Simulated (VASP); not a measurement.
Set up this calculation in VASP 6.6.1, as the native input.

```yaml
Task: relaxation of the atoms
Functional: PBE
Potentials_or_basis: VASP PAW PBE potentials, release 64 (Si, N)
Cutoff: 520 eV
k_mesh: 4 × 4 × 8
Occupations: fermi-dirac, width 0.02 eV
Spin: no spin polarisation
Dipole_correction: no
Further_INCAR_settings: ALGO = Normal; EDIFF = 1e-07; IBRION = 2; EDIFFG = -0.02; NSW = 80
```

The structure of Si3N4 lies in POSCAR:

```
Si3N4
1.0
    7.6044000000      0.0000000000      0.0000000000
   -3.8022000000      6.5856035805      0.0000000000
    0.0000000000      0.0000000000      2.9063000000
Si N
6 8
Direct
    0.7684770000      0.1745570000      0.2500000000
    0.5939200000      0.7684770000      0.7500000000
    0.8254430000      0.5939200000      0.2500000000
    0.2315230000      0.8254430000      0.7500000000
    0.4060800000      0.2315230000      0.2500000000
    0.1745570000      0.4060800000      0.7500000000
    0.0305000000      0.3302400000      0.2500000000
    0.7002600000      0.0305000000      0.7500000000
    0.6697600000      0.7002600000      0.2500000000
    0.9695000000      0.6697600000      0.7500000000
    0.2997400000      0.9695000000      0.2500000000
    0.3302400000      0.2997400000      0.7500000000
    0.6666666667      0.3333333333      0.2500000000
    0.3333333333      0.6666666667      0.7500000000
```

The input as run:

INCAR

```
SYSTEM = Si3N4
  PREC = Accurate
  ENCUT = 520
  EDIFF = 1E-7
  ISMEAR = -1
  SIGMA = 0.02
  LREAL = .False.
  LASPH = .True.
  NELM = 100
  ALGO = Normal
  ISIF = 2
  LWAVE = .False.
  LCHARG = .False.
  GGA = PE
  IBRION = 2
  NSW = 80
  EDIFFG = -0.02
```

KPOINTS

```
Automatic mesh
0
Gamma
  4 4 8
  0 0 0
```

Potentials or basis: VASP PAW PBE potentials, release 64 (Si, N).

The run is started by

```console
$ cat potpaw_PBE.64/Si/POTCAR potpaw_PBE.64/N/POTCAR > POTCAR
$ mpirun -np 1 vasp_std > vasp.out
```

Results of the run:

| Quantity | Value |
| --- | --- |
| Energy gained by relaxing | 0.1 meV/atom |
| Ionic steps | 6 |
| Pressure after relaxing | 5.2 GPa |
| Largest force after relaxing | 0.015 eV/Å |
| Band gap on the k mesh | 4.34 eV (least direct gap 4.52 eV) |

Wall time 14 min on 1 thread of Oxide Virtual Turin-like Processor, on a shared host, peak memory 0.29 GiB.
